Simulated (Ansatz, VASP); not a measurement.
# HfN in VASP and in Ansatz

The input INCAR:

```
PREC     = Accurate       # precision mode
ENCUT    = 520            # plane-wave cutoff, eV
EDIFF    = 1E-6           # SCF threshold, eV
ISMEAR   = 0              # smearing method
SIGMA    = 0.15           # smearing width, eV
LREAL    = False          # projectors in reciprocal space
LASPH    = True           # aspherical terms in the spheres
NELM     = 80             # most SCF steps
ALGO     = Normal         # electronic algorithm
ISIF     = 2              # what is computed and relaxed
LWAVE    = False          # write WAVECAR
LCHARG   = False          # write CHGCAR
GGA      = PS             # functional
NBANDS   = 14             # bands
```

KPOINTS

```
Automatic mesh
0
Gamma
  16 16 16
```

Contents of POSCAR:

```
HfN
1.0
    0.0000000000      2.5161925500      2.5161925500
    2.5161925500      0.0000000000      2.5161925500
    2.5161925500      2.5161925500      0.0000000000
Hf N
1 1
Direct
    0.0000000000      0.0000000000      0.0000000000
    0.7500000000      0.7500000000      0.7500000000
```

Input for Ansatz:

```yaml
crystal:
  lattice:
    - [0.0, 2.51619255, 2.51619255]
    - [2.51619255, 0.0, 2.51619255]
    - [2.51619255, 2.51619255, 0.0]
  atoms:
    - { symbol: Hf, position: [0.0, 0.0, 0.0] }
    - { symbol: "N", position: [0.75, 0.75, 0.75] }
basis:
  ecutwfc: 420
kpoints:
  mp_grid: { grid: [16, 16, 16] }
hamiltonian:
  xc: pbesol
scf:
  occupations: { method: gaussian, width: 0.15 }
output:
  forces: true
  stress: true
  eigenvalues: true
```

Change from the starting cell: strain +0.025 along x and y, +0.025 along z, atoms carried along.

Alike in both runs: task single point; functional PBEsol; k mesh 16 × 16 × 16; occupations gaussian, width 0.15 eV; no spin polarisation.

|  | VASP | Ansatz |
| --- | --- | --- |
| version | VASP 6.6.1 | Ansatz 0.2.0 |
| potentials or method | VASP PAW PBE potentials, release 64 (Hf_pv, N), cutoff 520 eV | scalar-relativistic, plane waves, PAW |
| valence electrons in the cell | 15 | 31 |

Ansatz gave:

| Item | Value |
| --- | --- |
| gap on the k mesh at the Fermi level (eV) | none |
| pressure (GPa) | -16.6 |

What did VASP give for the same quantities?

gap on the k mesh at the Fermi level (eV): none; pressure (GPa): -17.6.

VASP's potentials were made for PBE, not for PBEsol. A gap of «none» marks a metal or a gap that the smearing closes. With one functional, cell and mesh, what is left measures potentials, basis and numerics. VASP's potentials hold 15 valence electrons a cell and Ansatz's 31, so a difference there can come from the potentials and not from the codes.

Neither program's run includes spin-orbit coupling.
